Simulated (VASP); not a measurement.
Input of a VASP 6.6.1 run:

The input INCAR:

```
PREC = Accurate
ENCUT = 520
EDIFF = 1E-8
ISMEAR = 0
SIGMA = 0.01
LREAL = F
LASPH = T
NELM = 100
ALGO = Normal
ISIF = 2
LWAVE = F
LCHARG = F
GGA = PS
IBRION = 8
NSW = 1
```

File KPOINTS:

```
regular mesh
0
Gamma
  8 8 8
```

POSCAR

```
BP
1.0
    0.0000000000      2.2713137724      2.2713137724
    2.2713137724      0.0000000000      2.2713137724
    2.2713137724      2.2713137724      0.0000000000
B P
1 1
Direct
    0.0000000000      0.0000000000      0.0000000000
    0.7500000000      0.7500000000      0.7500000000
```

Potentials or basis: VASP PAW PBE potentials, release 64 (B, P).

Run with:

```sh
$ cat potpaw_PBE.64/B/POTCAR potpaw_PBE.64/P/POTCAR > POTCAR
$ mpirun -np 1 vasp_std > vasp.out
```

Task: Predict the highest phonon frequency at Γ, LO-TO splitting left out.

Result: 799 cm⁻¹.

Phonon frequencies in cm⁻¹ (negative: imaginary):
| q point | frequencies |
| --- | --- |
| (0.000, 0.000, 0.000) | 0 0 0 799 799 799 |

Caveat: the cell stands under pressure or tension, which shifts response properties.
